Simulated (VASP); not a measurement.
Al2Ru: single point with LDA

Crystal: Al2Ru.

```xyz
3
Lattice="-1.4581 1.4581 3.9291 1.4581 -1.4581 3.9291 1.4581 1.4581 -3.9291" Properties=species:S:1:pos:R:3 pbc="T T T"
Al    0.0000    0.0000    5.1793
Al    0.0000    0.0000    2.6790
Ru    0.0000    0.0000    0.0000
```

- Program: VASP 6.6.1
- Task: single point
- Functional: LDA
- Potentials or basis: VASP PAW LDA potentials, release 64 (Al, Ru_pv)
- Cutoff: 520 eV
- k mesh: 20 × 20 × 20
- Occupations: gaussian, width 0.15 eV
- Spin: collinear spin, ferromagnetic start
- Starting moments: [0.0, 0.0, 0.375] μB
- Fixed moment: 0.375 μB
- Dipole correction: no
- Further INCAR settings: ALGO = Normal; EDIFF = 1e-06; NBANDS = 21

| Property | Result |
| --- | --- |
| Pressure | 53.2 GPa |
| Largest force | 0.700 eV/Å |
| Net moment | 0.38 μB per cell |
| Site moments | Al +0.03; Ru +0.17 μB |
| Valence electrons inside the program's atomic spheres | Al 0.96; Ru 13.26 |

Forces in eV/Å, atoms in the order of the input:
```
Al   0.000  0.000  0.700
Al   0.000  0.000 -0.700
Ru   0.000  0.000  0.000
```

Stress tensor (GPa, compression positive):
```
53.43  0.00  0.00
 0.00 53.43  0.00
 0.00  0.00 52.68
```

Wall time 55 min on 1 thread of Oxide Virtual Turin-like Processor, on a shared host, peak memory 0.68 GiB.

Caveat: the cell stands under pressure; the total moment is fixed, so each spin has its own Fermi level.
